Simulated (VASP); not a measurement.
# Li2Se (Fm-3m) in VASP: a series of runs, part 3 of 3

VASP 6.6.1. The steps go on from the part before.

**6. Electric field gradients, LDA (volume scaled by 1.06)**

The input, INCAR:

```
SYSTEM = Li2Se
PREC = Accurate
ENCUT = 650
EDIFF = 1E-8
ISMEAR = -1
SIGMA = 0.03
LREAL = .FALSE.
LASPH = .TRUE.
NELM = 120
ALGO = Normal
ISIF = 2
LWAVE = .FALSE.
LCHARG = .FALSE.
GGA = CA
LEFG = .TRUE.
NBANDS = 13
GGA_COMPAT = .FALSE.
```

The input, KPOINTS:

```
Automatic mesh
0
G
  9 9 9
  0 0 0
```

The input, POSCAR:

```
Li2Se
1.0
    0.0000000000      3.0613874993      3.0613874993
    3.0613874993      0.0000000000      3.0613874993
    3.0613874993      3.0613874993      0.0000000000
Li Se
2 1
Direct
    0.2500000000      0.2500000000      0.2500000000
    0.7500000000      0.7500000000      0.7500000000
    0.0000000000      0.0000000000      0.0000000000
```

Potentials or basis: VASP PAW LDA potentials, release 64 (Li_sv, Se).

Command:

```console
> cat potpaw_LDA.64/Li_sv/POTCAR potpaw_LDA.64/Se/POTCAR > POTCAR
> mpirun -np 1 vasp_std > vasp.out
```

OUTCAR:

```text
SYSTEM = Li2Se
   PREC = Accurate
   ENCUT = 650
   EDIFF = 1E-8
   ISMEAR = -1
   LREAL = .FALSE.
   LASPH = .TRUE.
   NELM = 120
   ISIF = 2
   GGA = CA

 ion  position               nearest neighbor table
   1  0.250  0.250  0.250-   3 2.65   3 2.65   3 2.65   3 2.65
   2  0.750  0.750  0.750-   3 2.65   3 2.65   3 2.65   3 2.65
   3  0.000  0.000  0.000-   2 2.65   2 2.65   2 2.65   1 2.65   1 2.65   1 2.65   2 2.65   1 2.65

  LATTYP: Found a face centered cubic cell.
 ALAT       =     6.1227749986

  Lattice vectors:

 A1 = (   0.0000000000,   3.0613874993,   3.0613874993)
 A2 = (   3.0613874993,   0.0000000000,   3.0613874993)
 A3 = (   3.0613874993,   3.0613874993,   0.0000000000)

Analysis of symmetry for initial positions (statically):
=====================================================================
 Subroutine PRICEL returns:
 Original cell was already a primitive cell.

 Routine SETGRP: Setting up the symmetry group for a
 face centered cubic supercell.

 Subroutine GETGRP returns: Found 48 space group operations
 (whereof 48 operations were pure point group operations)
 out of a pool of 48 trial point group operations.

The static configuration has the point symmetry O_h .

Analysis of symmetry for dynamics (positions and initial velocities):
=====================================================================
 Subroutine PRICEL returns:
 Original cell was already a primitive cell.

 Routine SETGRP: Setting up the symmetry group for a
 face centered cubic supercell.

 Subroutine GETGRP returns: Found 48 space group operations
 (whereof 48 operations were pure point group operations)
 out of a pool of 48 trial point group operations.

The dynamic configuration has the point symmetry O_h .

 Subroutine INISYM returns: Found 48 space group operations
 (whereof 48 operations are pure point group operations),
 and found     1 'primitive' translations

----------------------------------------------------------------------------------------

                                     Primitive cell

  volume of cell :      57.3832

  direct lattice vectors                    reciprocal lattice vectors
     0.000000000  3.061387499  3.061387499    -0.163324636  0.163324636  0.163324636
     3.061387499  0.000000000  3.061387499     0.163324636 -0.163324636  0.163324636
     3.061387499  3.061387499  0.000000000     0.163324636  0.163324636 -0.163324636

  length of vectors
     4.329455721  4.329455721  4.329455721     0.282886568  0.282886568  0.282886568

  position of ions in fractional coordinates (direct lattice)
     0.250000000  0.250000000  0.250000000
     0.750000000  0.750000000  0.750000000
     0.000000000  0.000000000  0.000000000

  ion indices of the primitive-cell ions
   primitive index   ion index
                 1           1
                 2           2
                 3           3

----------------------------------------------------------------------------------------

 KPOINTS: Automatic mesh

[... 83 lines left out ...]
   EFERMI_NEDOS =   21; number of points for ismear=-14 and -15
   IALGO  =     38    algorithm
   IMIX   =      4    mixing-type and parameters
     AMIX     =   0.40;   BMIX     =  1.00
     AMIX_MAG =   1.60;   BMIX_MAG =  1.00
  volume/ion in A,a.u.               =      19.13       129.08
  Fermi-wavevector in a.u.,A,eV,Ry     =   0.971718  1.836281 12.847111  0.944236
  Thomas-Fermi vector in A             =   2.101958
   LORBIT       =      0    0 simple, 1 ext, 2 COOP (PROOUT), +10 PAW based schemes
   GGA     = CA    functional components
   LHFCALC =     F    Hartree Fock is set to
   AEXX    =    0.0000 exact exchange contribution
   IVDW    =     0    specifies the selected vdW correction
   LEPSILON=     F    determine dielectric tensor
   LRPA    =     F    only Hartree local field effects (RPA)
 non-spin polarized calculation
  energy-cutoff  :      650.00
  volume of cell :       57.38
 maximum number of plane-waves:      2175
   NGX = 17   NGY = 17   NGZ = 17

 number of electron      12.0000003 magnetization

 Free energy of the ion-electron system (eV)
  ---------------------------------------------------
  ext. energy  EPLUGINS =         0.00000000
  ---------------------------------------------------
  free energy    TOTEN  =       -12.07927229 eV

  energy without entropy =      -12.07927229  energy(sigma->0) =      -12.07927229

 E-fermi :   1.2792     XC(G=0):  -8.3249

 val. band max:        0.6473983195   @ k =   0.0000   0.0000   0.0000
 cond. band min:       3.5708116432   @ k =   0.4444   0.4444   0.0000
 fundamental gap:      2.9234133237
 Fermi energy:         1.2792483315

 k-point     1 :       0.0000    0.0000    0.0000
  band No.  band energies     occupation
      1     -43.1774      2.00000
      2     -43.1563      2.00000
      3     -10.6265      2.00000
      4       0.6474      2.00000
      5       0.6474      2.00000
      6       0.6474      2.00000
      7       3.6229      0.00000
      8       6.0867      0.00000
      9       6.0867      0.00000
     10       6.0867      0.00000
     11      11.0255      0.00000
     12      11.0255      0.00000
     13      11.1198      0.00000
[... 354 lines left out ...]
  band No.  band energies     occupation
      1     -43.1702      2.00000
      2     -43.1627      2.00000
      3     -10.2282      2.00000
      4      -1.4685      2.00000
      5      -0.6711      2.00000
      6      -0.6711      2.00000
      7       3.5708      0.00000
      8       6.5844      0.00000
      9      10.0119      0.00000
     10      10.0119      0.00000
     11      10.8911      0.00000
     12      12.3945      0.00000
     13      12.3945      0.00000

 [... further k-points ...]
[... 5 lines left out ...]
  --------------------------------------------------------------------------------------
  -------------------------------------------------------------------------------------
  Total       -1.4693672     -1.4693672     -1.4693672     -0.0000000      0.0000000      0.0000000
  in kB      -41.0257010    -41.0257010    -41.0257010     -0.0000000      0.0000000      0.0000000
  external PRESSURE =     -41.0257010 kB  Pullay stress =       0.0000000 kB

 VOLUME and BASIS-vectors are now :
 -----------------------------------------------------------------------------
  energy-cutoff  :      650.00
  volume of cell :       57.38
      direct lattice vectors                 reciprocal lattice vectors
     0.000000000  3.061387499  3.061387499    -0.163324636  0.163324636  0.163324636
     3.061387499  0.000000000  3.061387499     0.163324636 -0.163324636  0.163324636
     3.061387499  3.061387499  0.000000000     0.163324636  0.163324636 -0.163324636

 POSITION                                       TOTAL-FORCE (eV/Angst)
 -----------------------------------------------------------------------------------
      1.53069      1.53069      1.53069         0.000000      0.000000      0.000000
      4.59208      4.59208      4.59208         0.000000     -0.000000      0.000000
      0.00000      0.00000      0.00000        -0.000000     -0.000000     -0.000000
 -----------------------------------------------------------------------------------
    total drift:                                0.000000      0.000000      0.000000

  FREE ENERGIE OF THE ION-ELECTRON SYSTEM (eV)
  ---------------------------------------------------
  free  energy   TOTEN  =       -12.0792722864 eV

  energy  without entropy=      -12.0792722864  energy(sigma->0) =      -12.07927229

 Electric field gradients (V/A^2)
---------------------------------------------------------------------
 ion       V_xx      V_yy      V_zz      V_xy      V_xz      V_yz
---------------------------------------------------------------------
   1       0.000    -0.000    -0.000    -0.003    -0.003    -0.003
   2       0.000    -0.000    -0.000    -0.003    -0.003    -0.003
   3      -0.000    -0.000    -0.000    -0.000    -0.000    -0.000
---------------------------------------------------------------------

 Electric field gradients after diagonalization (V/A^2)
 (convention: |V_zz| > |V_xx| > |V_yy|)
----------------------------------------------------------------------
 ion       V_xx      V_yy      V_zz     asymmetry (V_yy - V_xx)/ V_zz
----------------------------------------------------------------------
   1       0.003     0.003    -0.006       0.000
   2       0.003     0.003    -0.006       0.000
   3       0.000     0.000    -0.001       0.000
----------------------------------------------------------------------

           NMR quadrupolar parameters

 Cq : quadrupolar parameter    Cq=e*Q*V_zz/h
 eta: asymmetry parameters     (V_yy - V_xx)/ V_zz
 Q  : nuclear electric quadrupole moment in mb (millibarn)
----------------------------------------------------------------------
 ion       Cq(MHz)       eta       Q (mb)
----------------------------------------------------------------------
   1      -0.000       0.000       1.000
   2      -0.000       0.000       1.000
   3      -0.000       0.000       1.000
----------------------------------------------------------------------
```

stdout:

```text
POSCAR found type information on POSCAR LiSe
 POSCAR found :  2 types and       3 ions
 scaLAPACK will be used
 LDA part: xc-table for (Slater(with rela. corr.)+CA(PZ))
 , standard interpolation
 POSCAR, INCAR and KPOINTS ok, starting setup
 FFT: planning ... GRIDC
 FFT: planning ... GRID_SOFT
 FFT: planning ... GRID
 WAVECAR not read
 entering main loop
ion   1

ion   2

ion   3
```

Wall time 16 s (1 thread of Intel Xeon 6975P-C (Granite Rapids), shared host); peak memory 0.18 GiB.

Results:

```yaml
Free_energy: -12.0793 eV
Pressure: -4.1 GPa
Band_gap_on_the_k_mesh: 2.92 eV, indirect (least direct gap 2.98 eV)
```

Caveat: without QUAD_EFG the Cq values of the log hold for a quadrupole moment of 1 mb, not for the nuclei. A k mesh can miss the band edges.

**7. Overview**

```tsv
cell	gap on the mesh (eV)	pressure (GPa)
a = 4.246 Å, angles 60.0°, 3 atoms	2.89	-2.7
a = 4.260 Å, angles 60.0°, 3 atoms	2.90	-2.9
a = 4.329 Å, angles 60.0°, 3 atoms	2.92	-4.1
```

Alike in all rows: task electric field gradients; level LDA; potentials or basis VASP PAW LDA potentials, release 64 (Li_sv, Se); no spin polarisation; k mesh 9 × 9 × 9; cutoff (eV) 650; smearing fermi-dirac 0.03 eV.

Absolute energies hang on the potentials; compare differences alone.
